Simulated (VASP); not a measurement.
ZnSe: single point with LDA

ZnSe:

```
Zn Se
1.0
     0.00000    2.49686    2.81908
     2.81908    0.00000    2.81908
     2.81908    2.49686    0.00000
Zn Se
1 1
Direct
  0.00000 0.00000 0.00000
  0.75000 0.75000 0.75000
```

```
Program             : VASP 6.6.1
Task                : single point
Functional          : LDA
Potentials or basis : VASP PAW LDA potentials, release 64 (Zn, Se)
Cutoff              : 520 eV
k mesh              : 10 × 10 × 10
Occupations         : gaussian, width 0.05 eV
Spin                : no spin polarisation
```

```
Pressure               : 7.2 GPa
Band gap on the k mesh : 1.37 eV
```

Stress tensor (GPa, compression positive):
```
6.23 0.00 0.00
0.00 9.22 0.00
0.00 0.00 6.23
```

Levels at points of the mesh, in eV from the valence-band top:
| k point | band 5 | band 6 | band 7 | band 8 | band 9 | band 10 | band 11 | band 12 | band 13 | band 14 |
| --- | --- | --- | --- | --- | --- | --- | --- | --- | --- | --- |
| (0.00, 0.00, 0.00) | -7.03 | -6.99 | -0.39 | -0.39 | 0.00 | 1.37 | 5.49 | 5.52 | 5.52 | 10.00 |
| (0.50, 0.00, 0.00) | -6.97 | -6.81 | -6.39 | -1.70 | -0.97 | 2.17 | 5.49 | 6.85 | 8.59 | 10.97 |
| (0.50, 0.50, 0.00) | -6.96 | -6.85 | -5.89 | -2.80 | -2.52 | 2.51 | 3.50 | 10.75 | 10.76 | 11.77 |
| (0.50, 0.00, 0.50) | -6.93 | -6.64 | -5.13 | -3.43 | -3.43 | 1.87 | 2.21 | 11.71 | 11.71 | 12.10 |

It took 73 s on 1 thread of Intel Xeon 8259CL (shared host), peak memory 0.19 GiB.

Caveat: the cell stands under pressure.
